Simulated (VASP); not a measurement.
A run of VASP 6.6.1:

File INCAR:

```
SYSTEM = Se
PREC = Accurate ; ENCUT = 520
EDIFF = 1E-7 ; ISMEAR = -1
SIGMA = 0.1 ; LREAL = .False.
LASPH = .True. ; NELM = 80
ALGO = Normal ; ISIF = 2
LWAVE = .False. ; LCHARG = .False.
GGA = B5 ; ALDAX = 1.0
AGGAX = 1.0 ; AGGAC = 1.0
ALDAC = 0.0 ; NBANDS = 9
```

KPOINTS

```
Automatic mesh
0
Gamma
  12 12 12
  0 0 0
```

POSCAR

```
Se
1.0
    2.8289288674      0.0000000000      0.0000000000
    0.0000000000      2.8289288674      0.0000000000
    0.0000000000      0.0000000000      2.8289288674
Se
1
Direct
    0.0000000000      0.0000000000      0.0000000000
```

Potentials or basis: VASP PAW PBE potentials, release 64 (Se).

The run is started by

```bash
$ cat potpaw_PBE.64/Se/POTCAR > POTCAR
$ mpirun -np 1 vasp_std > vasp.out
```

Hardware: 1 thread of Intel(R) Xeon(R) 6975P-C (Granite Rapids), on a shared host.

Q: How long does it take, and how much memory?

A: It took 7.9 s on 1 thread of Intel(R) Xeon(R) 6975P-C (Granite Rapids), on a shared host, peak memory 0.14 GiB. Counts: scf iterations 11, k points 84.
